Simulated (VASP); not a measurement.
A run of VASP 6.6.1 is set up as follows.

Contents of INCAR:

```
SYSTEM = AgCl
  PREC = Accurate
  ENCUT = 520
  EDIFF = 1E-6
  ISMEAR = 0
  SIGMA = 0.05
  LREAL = Auto
  LASPH = .True.
  NELM = 80
  ALGO = Normal
  ISIF = 2
  LWAVE = .False.
  LCHARG = .False.
  LDIPOL = .True.
  IDIPOL = 3
  DIPOL = 0.5 0.5 0.501
  GGA = PE
  IVDW = 12
  NBANDS = 86
```

The input KPOINTS:

```
regular mesh
0
Gamma
  2 3 1
  0 0 0
```

POSCAR

```
AgCl
1.0
    7.7932493107      0.0000000000      0.0000000000
    0.0000000000      5.5106594351      0.0000000000
    0.0000000000      0.0000000000     21.8449369830
Ag Cl
8 8
Direct
    0.2500000000      0.0000000000      0.3662175820
    0.7500000000      0.0000000000      0.3662175820
    0.5000000000      0.5000000000      0.4554058607
    0.0000000000      0.5000000000      0.4554058607
    0.7500000000      0.0000000000      0.5509343635
    0.2500000000      0.0000000000      0.5509343635
    0.0000000000      0.5000000000      0.6287356549
    0.5000000000      0.5000000000      0.6287356549
    0.2500000000      0.5000000000      0.3662175820
    0.7500000000      0.5000000000      0.3662175820
    0.5000000000      0.0000000000      0.4554058607
    0.0000000000      0.0000000000      0.4554058607
    0.7500000000      0.5000000000      0.5460415646
    0.2500000000      0.5000000000      0.5460415646
    0.0000000000      0.0000000000      0.6374526799
    0.5000000000      0.0000000000      0.6374526799
```

Potentials or basis: VASP PAW PBE potentials, release 64 (Ag, Cl).

Command:

```sh
$ cat potpaw_PBE.64/Ag/POTCAR potpaw_PBE.64/Cl/POTCAR > POTCAR
$ mpirun -np 1 vasp_std > vasp.out
```

Q: What does it give for the dispersion energy per atom?

A: -0.243 eV.

Q: Predict the band gap on the k mesh.

A: 1.21 eV.

Forces on the atoms (eV/Å):
```
Ag   0.000  0.000  0.340
Ag   0.000  0.000  0.340
Ag   0.000  0.000 -0.217
Ag   0.000  0.000 -0.217
Ag   0.000  0.000  0.001
Ag   0.000  0.000  0.001
Ag   0.000  0.000 -0.009
Ag   0.000  0.000 -0.009
Cl   0.000  0.000 -0.052
Cl   0.000  0.000 -0.052
Cl   0.000  0.000 -0.061
Cl   0.000  0.000 -0.061
Cl   0.000  0.000 -0.011
Cl   0.000  0.000 -0.011
Cl   0.000  0.000  0.008
Cl   0.000  0.000  0.008
```
